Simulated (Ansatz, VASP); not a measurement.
## SiGe3: VASP beside Ansatz

The input INCAR:

```
  PREC = Accurate
  ENCUT = 520
  EDIFF = 1E-7
  ISMEAR = -1
  SIGMA = 0.02
  LREAL = F
  LASPH = T
  NELM = 60
  ALGO = Normal
  ISIF = 2
  LWAVE = F
  LCHARG = F
  GGA = PE
  NBANDS = 31
```

The input KPOINTS:

```
Automatic mesh
0
Gamma
  6 6 6
```

POSCAR

```
SiGe3
1.0
    3.9699077038      0.0000000000      0.0000000000
    0.0000000000      3.9699077038      0.0000000000
    0.0000000000      0.0000000000      5.5939547077
Si Ge
1 3
Direct
    0.0000000000      0.0000000000      0.0000000000
    0.0000000000      0.5000000000      0.2442925744
    0.5000000000      0.5000000000      0.5000000000
    0.5000000000      0.0000000000      0.7557074256
```

Input for Ansatz:

```yaml
crystal:
  lattice:
    - [3.9699077038, 0.0, 0.0]
    - [0.0, 3.9699077038, 0.0]
    - [0.0, 0.0, 5.5939547077]
  atoms:
    - { symbol: Si, position: [0.0, 0.0, 0.0] }
    - { symbol: Ge, position: [0.0, 0.5, 0.2442925744] }
    - { symbol: Ge, position: [0.5, 0.5, 0.5] }
    - { symbol: Ge, position: [0.5, 0.0, 0.7557074256] }
kpoints:
  mp_grid: { grid: [6, 6, 6] }
  band_path:
    path:
      - [[0.0, 0.0, 0.0], [0.0, 0.5, 0.0], [0.5, 0.5, 0.0], [0.0, 0.0, 0.0], [0.0, 0.0, 0.5], [0.0, 0.5, 0.5], [0.5, 0.5, 0.5], [0.0, 0.0, 0.5]]
      - [[0.0, 0.5, 0.0], [0.0, 0.5, 0.5]]
      - [[0.5, 0.5, 0.0], [0.5, 0.5, 0.5]]
    npoints: 10
hamiltonian:
  xc: pbe
scf:
  occupations: { method: fermi_dirac, width: 0.02 }
  n_extra_bands: 5
output:
  forces: true
  stress: true
  eigenvalues: true
```

Alike in both runs: task single point; functional PBE; k mesh 6 × 6 × 6; occupations fermi-dirac, width 0.02 eV; no spin polarisation.

|  | VASP | Ansatz |
| --- | --- | --- |
| version | VASP 6.6.1 | Ansatz 0.2.0 |
| potentials or method | VASP PAW PBE potentials, release 64 (Si, Ge_d) | plane waves, PAW |
| plane-wave cutoff (eV) | 520 | 420 |
| valence electrons in the cell | 46 | 46 |

Ansatz gave:

* pressure (GPa): 2.6
* rms of the force components (eV/Å): 0.027

Which values does VASP return?

Pressure (GPa): 2.6; rms of the force components (eV/Å): 0.029.

Atom by atom the forces differ by 0.002 eV/Å (rms over components).
